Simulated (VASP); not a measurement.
# SiO2 (P2_13) in VASP: notebook

SiO2 is run at these levels: PBEsol, PBE, LDA; tasks: electric field gradients.

All numbers are computed with VASP 6.6.1; they aren't measurements. Logs are shortened: lines on timing, memory, paths and dates and some standing lists are left out, and cuts for length are marked.

## (1) The cell of the first run

The structure is cubic, space group P2_13 (No. 198). The conventional cell has a = 7.160 Å, b = 7.160 Å, c = 7.160 Å, α = 90.00°, β = 90.00°, γ = 90.00°. Si (site symmetry 3) has 4 O at 1.61 to 1.62 Å within 2.1 Å. Si (site symmetry 3) has 4 O at 1.61 to 1.62 Å within 2.1 Å. O (site symmetry 3) has 2 Si at 1.61 Å within 2.1 Å. Within 2.2 Å of O (site symmetry 1) lie 2 Si at 1.62 Å.

## (2) Electric field gradients, PBEsol

Contents of INCAR:

```
  ALGO = Normal
  EDIFF = 1E-8
  ENCUT = 520
  GGA = PS
  ISIF = 2
  ISMEAR = -1
  LASPH = True
  LCHARG = False
  LEFG = True
  LREAL = Auto
  LWAVE = False
  NBANDS = 82
  NELM = 80
  PREC = Accurate
  SIGMA = 0.02
```

Contents of KPOINTS:

```
k-points
0
Gamma
  4 4 4
```

Contents of POSCAR:

```
SiO2
1.0
    7.1600000000      0.0000000000      0.0000000000
    0.0000000000      7.1600000000      0.0000000000
    0.0000000000      0.0000000000      7.1600000000
Si O
8 16
Direct
    0.2807082821      0.2807082821      0.2807082821
    0.2192917179      0.7192917179      0.7807082821
    0.7807082821      0.2192917179      0.7192917179
    0.7192917179      0.7807082821      0.2192917179
    1.0205837188      1.0205837188      1.0205837188
    0.4794162812     -0.0205837188      0.5205837188
    0.5205837188      0.4794162812     -0.0205837188
   -0.0205837188      0.5205837188      0.4794162812
    0.1505389581      0.1505389581      0.1505389581
    0.3494610419      0.8494610419      0.6505389581
    0.6505389581      0.3494610419      0.8494610419
    0.8494610419      0.6505389581      0.3494610419
    0.6398190185      0.6615813720      0.0434329365
    0.8601809815      0.3384186280      0.5434329365
    0.1398190185      0.8384186280      0.9565670635
    0.3601809815      0.1615813720      0.4565670635
    0.0434329365      0.6398190185      0.6615813720
    0.5434329365      0.8601809815      0.3384186280
    0.9565670635      0.1398190185      0.8384186280
    0.4565670635      0.3601809815      0.1615813720
    0.6615813720      0.0434329365      0.6398190185
    0.3384186280      0.5434329365      0.8601809815
    0.8384186280      0.9565670635      0.1398190185
    0.1615813720      0.4565670635      0.3601809815
```

Potentials or basis: VASP PAW PBE potentials, release 64 (Si, O).

Command:

```sh
cat potpaw_PBE.64/Si/POTCAR potpaw_PBE.64/O/POTCAR > POTCAR
mpirun -np 1 vasp_std > vasp.out
```

OUTCAR:

```text
EDIFF = 1E-8
   ENCUT = 520
   GGA = PS
   ISIF = 2
   ISMEAR = -1
   LASPH = True
   LREAL = Auto
   NELM = 80
   PREC = Accurate

 ion  position               nearest neighbor table
   1  0.281  0.281  0.281-   9 1.61  16 1.62  20 1.62  24 1.62   7 3.10   8 3.10   6 3.10
   2  0.219  0.719  0.781-  10 1.61  15 1.62  17 1.62  22 1.62   7 3.10   8 3.10   5 3.10
   3  0.781  0.219  0.719-  11 1.61  14 1.62  19 1.62  21 1.62   6 3.10   8 3.10   5 3.10
   4  0.719  0.781  0.219-  12 1.61  13 1.62  18 1.62  23 1.62   6 3.10   7 3.10   5 3.10
   5  0.021  0.021  0.021-   9 1.61  15 1.62  19 1.62  23 1.62   3 3.10   4 3.10   2 3.10
   6  0.479  0.979  0.521-  10 1.61  16 1.62  18 1.62  21 1.62   3 3.10   4 3.10   1 3.10
   7  0.521  0.479  0.979-  11 1.61  13 1.62  20 1.62  22 1.62   2 3.10   4 3.10   1 3.10
   8  0.979  0.521  0.479-  12 1.61  14 1.62  17 1.62  24 1.62   2 3.10   3 3.10   1 3.10
   9  0.151  0.151  0.151-   5 1.61   1 1.61
  10  0.349  0.849  0.651-   6 1.61   2 1.61
  11  0.651  0.349  0.849-   7 1.61   3 1.61
  12  0.849  0.651  0.349-   8 1.61   4 1.61
  13  0.640  0.662  0.043-   4 1.62   7 1.62
  14  0.860  0.338  0.543-   3 1.62   8 1.62
[... 8 lines left out ...]
  23  0.838  0.957  0.140-   4 1.62   5 1.62
  24  0.162  0.457  0.360-   1 1.62   8 1.62

  LATTYP: Found a simple cubic cell.
 ALAT       =     7.1600000000

  Lattice vectors:

 A1 = (   7.1600000000,   0.0000000000,   0.0000000000)
 A2 = (   0.0000000000,   7.1600000000,   0.0000000000)
 A3 = (   0.0000000000,   0.0000000000,   7.1600000000)

Analysis of symmetry for initial positions (statically):
=====================================================================
 Subroutine PRICEL returns:
 Original cell was already a primitive cell.

 Routine SETGRP: Setting up the symmetry group for a
 simple cubic supercell.

 Subroutine GETGRP returns: Found 12 space group operations
 (whereof  3 operations were pure point group operations)
 out of a pool of 48 trial point group operations.

The static configuration has the point symmetry C_3 .
 The point group associated with its full space group is T   .

Analysis of symmetry for dynamics (positions and initial velocities):
[... 1068 lines left out ...]

  FORCE on cell =-STRESS in cart. coord.  units (eV):
  Direction    XX          YY          ZZ          XY          YZ          ZX
  --------------------------------------------------------------------------------------
  -------------------------------------------------------------------------------------
  Total       -2.0339259     -2.0339259     -2.0339259      0.0000000      0.0000000      0.0000000
  in kB       -8.8778262     -8.8778262     -8.8778262      0.0000000      0.0000000      0.0000000
  external PRESSURE =      -8.8778262 kB  Pullay stress =       0.0000000 kB

 VOLUME and BASIS-vectors are now :
 -----------------------------------------------------------------------------
  energy-cutoff  :      520.00
  volume of cell :      367.06
      direct lattice vectors                 reciprocal lattice vectors
     7.160000000  0.000000000  0.000000000     0.139664804  0.000000000  0.000000000
     0.000000000  7.160000000  0.000000000     0.000000000  0.139664804  0.000000000
     0.000000000  0.000000000  7.160000000     0.000000000  0.000000000  0.139664804

 POSITION                                       TOTAL-FORCE (eV/Angst)
 -----------------------------------------------------------------------------------
      2.00987      2.00987      2.00987         0.011755      0.011755      0.011755
      1.57013      5.15013      5.58987        -0.011755     -0.011755      0.011755
      5.58987      1.57013      5.15013         0.011755     -0.011755     -0.011755
      5.15013      5.58987      1.57013        -0.011755      0.011755     -0.011755
      0.14738      0.14738      0.14738        -0.004824     -0.004824     -0.004824
      3.43262      7.01262      3.72738         0.004824      0.004824     -0.004824
[... 16 lines left out ...]
      6.00308      6.84902      1.00110         0.030677     -0.066327     -0.029750
      1.15692      3.26902      2.57890        -0.030677     -0.066327      0.029750
 -----------------------------------------------------------------------------------
    total drift:                                0.000000      0.000001     -0.000000

  FREE ENERGIE OF THE ION-ELECTRON SYSTEM (eV)
  ---------------------------------------------------
  free  energy   TOTEN  =      -197.3364355835 eV

  energy  without entropy=     -197.3364355835  energy(sigma->0) =     -197.33643558

 Electric field gradients (V/A^2)
---------------------------------------------------------------------
 ion       V_xx      V_yy      V_zz      V_xy      V_xz      V_yz
---------------------------------------------------------------------
   1       0.000    -0.000    -0.000     1.954     1.954     1.954
   2       0.000    -0.000     0.000     1.954    -1.954    -1.954
   3       0.000    -0.000    -0.000    -1.954    -1.954     1.954
   4       0.000    -0.000     0.000    -1.954     1.954    -1.954
   5      -0.000     0.000    -0.000    -0.847    -0.847    -0.847
   6      -0.000     0.000    -0.000    -0.847     0.847     0.847
[... 16 lines left out ...]
  23      19.462     2.348   -21.810    48.861   -48.143   -33.120
  24      19.462     2.348   -21.810   -48.861   -48.143    33.120
---------------------------------------------------------------------

 Electric field gradients after diagonalization (V/A^2)
 (convention: |V_zz| > |V_xx| > |V_yy|)
----------------------------------------------------------------------
 ion       V_xx      V_yy      V_zz     asymmetry (V_yy - V_xx)/ V_zz
----------------------------------------------------------------------
   1      -1.954    -1.954     3.907       0.000
   2      -1.954    -1.954     3.907       0.000
   3      -1.954    -1.954     3.907       0.000
   4      -1.954    -1.954     3.907       0.000
   5       0.847     0.847    -1.694       0.000
   6       0.847     0.847    -1.694       0.000
[... 16 lines left out ...]
  23     -53.578   -37.079    90.657       0.182
  24     -53.578   -37.079    90.657       0.182
----------------------------------------------------------------------

           NMR quadrupolar parameters

 Cq : quadrupolar parameter    Cq=e*Q*V_zz/h
 eta: asymmetry parameters     (V_yy - V_xx)/ V_zz
 Q  : nuclear electric quadrupole moment in mb (millibarn)
----------------------------------------------------------------------
 ion       Cq(MHz)       eta       Q (mb)
----------------------------------------------------------------------
   1       0.009       0.000       1.000
   2       0.009       0.000       1.000
   3       0.009       0.000       1.000
   4       0.009       0.000       1.000
   5      -0.004       0.000       1.000
   6      -0.004       0.000       1.000
[... 16 lines left out ...]
  23       0.219       0.182       1.000
  24       0.219       0.182       1.000
----------------------------------------------------------------------
```

OSZICAR:

```text
N       E                     dE             d eps       ncg     rms          rms(c)
DAV:   1     0.886509547966E+03    0.88651E+03   -0.65118E+04  1804   0.141E+03
DAV:   2    -0.141823022952E+03   -0.10283E+04   -0.99782E+03  2286   0.332E+02
DAV:   3    -0.219951525201E+03   -0.78129E+02   -0.77764E+02  2160   0.985E+01
DAV:   4    -0.221224160363E+03   -0.12726E+01   -0.12692E+01  2184   0.136E+01
DAV:   5    -0.221253281302E+03   -0.29121E-01   -0.29088E-01  2168   0.195E+00    0.402E+01
DAV:   6    -0.197582001624E+03    0.23671E+02   -0.10020E+02  2102   0.328E+01    0.193E+01
DAV:   7    -0.197389959244E+03    0.19204E+00   -0.26304E+00  2304   0.501E+00    0.720E+00
DAV:   8    -0.197303875381E+03    0.86084E-01   -0.13324E-01  2134   0.173E+00    0.256E+00
DAV:   9    -0.197324035024E+03   -0.20160E-01   -0.59728E-02  2024   0.111E+00    0.558E-01
DAV:  10    -0.197335956702E+03   -0.11922E-01   -0.15173E-02  2094   0.405E-01    0.184E-01
DAV:  11    -0.197336212758E+03   -0.25606E-03   -0.34826E-03  2184   0.220E-01    0.379E-02
DAV:  12    -0.197336378735E+03   -0.16598E-03   -0.22316E-04  2062   0.628E-02    0.348E-02
DAV:  13    -0.197336421992E+03   -0.43257E-04   -0.35362E-05  2192   0.250E-02    0.254E-02
DAV:  14    -0.197336435164E+03   -0.13172E-04   -0.30658E-05  2014   0.231E-02    0.641E-03
DAV:  15    -0.197336435487E+03   -0.32250E-06   -0.41240E-06  2264   0.935E-03    0.272E-03
DAV:  16    -0.197336435597E+03   -0.10982E-06   -0.86529E-07  2038   0.389E-03    0.143E-03
DAV:  17    -0.197336435580E+03    0.16595E-07   -0.19320E-07  2088   0.165E-03    0.477E-04
DAV:  18    -0.197336435584E+03   -0.34688E-08   -0.41968E-09  1454   0.372E-04
   1 F= -.19733644E+03 E0= -.19733644E+03  d E =-.204876E-10
```

stdout:

```text
POSCAR found type information on POSCAR SiO
 POSCAR found :  2 types and      24 ions
 scaLAPACK will be used
 -----------------------------------------------------------------------------
|                                                                             |
|                                                                             |
|     You enforced a specific xc type in the INCAR file but a different       |
|     I HOPE YOU KNOW WHAT YOU ARE DOING!                                     |
|                                                                             |
 -----------------------------------------------------------------------------

 LDA part: xc-table for (Slater+PW92), standard interpolation
 POSCAR, INCAR and KPOINTS ok, starting setup
 FFT: planning ... GRIDC
 FFT: planning ... GRID_SOFT
 FFT: planning ... GRID
 WAVECAR not read
 entering main loop
ion   1

ion   2

ion   3

ion   4

ion   5

ion   6
[... 118 lines left out ...]
     0.0000293    39.7235271    26.9836916    15.3158511   -39.0428701    -6.9560409
     0.0000403    39.7235197    26.9836867    15.3158483   -39.0428629    -6.9560396
     0.0000555    39.7235073    26.9836782    15.3158435   -39.0428507    -6.9560374
     0.0000765    39.7234863    26.9836640    15.3158355   -39.0428301    -6.9560337

ion  23
     0.0000293   -10.9219862     7.4639174     4.2419281    10.8190062    -1.8838404
```

It took 5.1 min on 1 thread of Intel Xeon 6975P-C (Granite Rapids), shared host; peak memory 0.5 GiB.

Results:

```yaml
Free_energy: -197.3364 eV
Pressure: -0.9 GPa
Largest_force: 0.079 eV/Å
Band_gap_on_the_k_mesh: 5.66 eV
Largest_electric_field_gradient_by_atom: Si +3.9, -1.7 (each value once); O +98.8, +90.7 (each value once) V/Å²
```

Forces in eV/Å, atoms in the order of the input:
```
Si   0.012  0.012  0.012
Si  -0.012 -0.012  0.012
Si   0.012 -0.012 -0.012
Si  -0.012  0.012 -0.012
Si  -0.005 -0.005 -0.005
Si   0.005  0.005 -0.005
Si  -0.005  0.005  0.005
Si   0.005 -0.005  0.005
O    0.003  0.003  0.003
O   -0.003 -0.003  0.003
O    0.003 -0.003 -0.003
O   -0.003  0.003 -0.003
O   -0.030 -0.031  0.066
O    0.030  0.031  0.066
O   -0.030  0.031 -0.066
O    0.030 -0.031 -0.066
O    0.066 -0.030 -0.031
O    0.066  0.030  0.031
O   -0.066 -0.030  0.031
O   -0.066  0.030 -0.031
O   -0.031  0.066 -0.030
O    0.031  0.066  0.030
O    0.031 -0.066 -0.030
O   -0.031 -0.066  0.030
```

Electric field gradients, principal values (V/Å²):
| atom | least | middle | greatest (by size) |
| --- | --- | --- | --- |
| 1 Si | -1.954 | -1.954 | 3.907 |
| 2 Si | -1.954 | -1.954 | 3.907 |
| 3 Si | -1.954 | -1.954 | 3.907 |
| 4 Si | -1.954 | -1.954 | 3.907 |
| 5 Si | 0.847 | 0.847 | -1.694 |
| 6 Si | 0.847 | 0.847 | -1.694 |
| 7 Si | 0.847 | 0.847 | -1.694 |
| 8 Si | 0.847 | 0.847 | -1.694 |
| 9 O | -49.382 | -49.382 | 98.765 |
| 10 O | -49.382 | -49.382 | 98.765 |
| 11 O | -49.382 | -49.382 | 98.765 |
| 12 O | -49.382 | -49.382 | 98.765 |
| 13 O | -37.079 | -53.578 | 90.657 |
| 14 O | -37.079 | -53.578 | 90.657 |
| 15 O | -37.079 | -53.578 | 90.657 |
| 16 O | -37.079 | -53.578 | 90.657 |
| 17 O | -37.079 | -53.578 | 90.657 |
| 18 O | -37.079 | -53.578 | 90.657 |
| 19 O | -37.079 | -53.578 | 90.657 |
| 20 O | -37.079 | -53.578 | 90.657 |
| 21 O | -37.079 | -53.578 | 90.657 |
| 22 O | -37.079 | -53.578 | 90.657 |
| 23 O | -37.079 | -53.578 | 90.657 |
| 24 O | -37.079 | -53.578 | 90.657 |

Caveat: without QUAD_EFG the Cq values of the log hold for a quadrupole moment of 1 mb, not for the nuclei; the PAW data sets were made with another functional, which shifts forces and pressure a little. A k mesh can miss the band edges.

(Part 1 of 3 ends here.)
